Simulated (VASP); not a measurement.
Write the native input for VASP 6.6.1 that does the following.

```yaml
Task: relaxation of cell and atoms
Functional: PBE
Potentials_or_basis: VASP PAW PBE potentials, release 64 (Mg, Te)
Cutoff: 600 eV
k_mesh: 8 × 8 × 4
Occupations: gaussian, width 0.1 eV
Spin: no spin polarisation
Dipole_correction: no
Further_INCAR_settings: ALGO = Fast; EDIFF = 1e-07; IBRION = 2; EDIFFG = -0.01; NSW = 100; ISIF = 3
```

The structure of Mg5Te3 lies in POSCAR:

```
Mg5Te3
1.0
    3.9070742249      0.0000000000      0.0000000000
    0.0000000000      3.9070742249      0.0000000000
    0.0000000000      0.0000000000     13.2617364037
Mg Te
5 3
Direct
    0.0000000000      0.0000000000      0.8763523462
    0.0000000000      0.0000000000      0.1236476538
    0.0000000000      0.0000000000      0.3790766411
    0.0000000000      0.0000000000      0.6209233589
    0.5000000000      0.5000000000      0.0000000000
    0.5000000000      0.5000000000      0.2184420768
    0.5000000000      0.5000000000      0.5000000000
    0.5000000000      0.5000000000      0.7815579232
```

The cell was generated, and may not be a known phase.

One way to write it, as run:

INCAR

```
SYSTEM = Mg5Te3
ALGO = Fast
EDIFF = 1E-7
EDIFFG = -0.01
ENCUT = 600
GGA = PE
IBRION = 2
ISIF = 3
ISMEAR = 0
LASPH = .True.
LCHARG = .False.
LREAL = .False.
LWAVE = .False.
NELM = 60
NSW = 100
PREC = Accurate
SIGMA = 0.1
```

KPOINTS

```
k-points
0
Gamma
  8 8 4
  0 0 0
```

Potentials or basis: VASP PAW PBE potentials, release 64 (Mg, Te).

The run is started by

```console
$ cat potpaw_PBE.64/Mg/POTCAR potpaw_PBE.64/Te/POTCAR > POTCAR
$ mpirun -np 1 vasp_std > vasp.out
```

Results of the run:

```yaml
Relaxed_volume: 25.30 Å³/atom
Relaxed_cell: a = 3.907 Å, b = 3.907 Å, c = 13.259 Å, α = 90.00°, β = 90.00°, γ = 90.00°
Space_group_after_relaxing_to_0.1_Å: P4/mmm (No. 123)
Energy_gained_by_relaxing: 0.5 meV/atom
Ionic_steps: 8
Pressure_after_relaxing: 0.0 GPa
Largest_force_after_relaxing: 0.009 eV/Å
Band_gap_on_the_k_mesh: zero (bands 14 and 15 overlap by 2.20 eV)
```

Caveat: spin-orbit coupling is left out, which moves the levels of the heavy elements.

Run time: 15 min on 1 thread of Intel(R) Xeon(R) Platinum 8259CL CPU @ 2.50GHz (Skylake/Cascade Lake), on a shared host, peak memory 0.48 GiB.
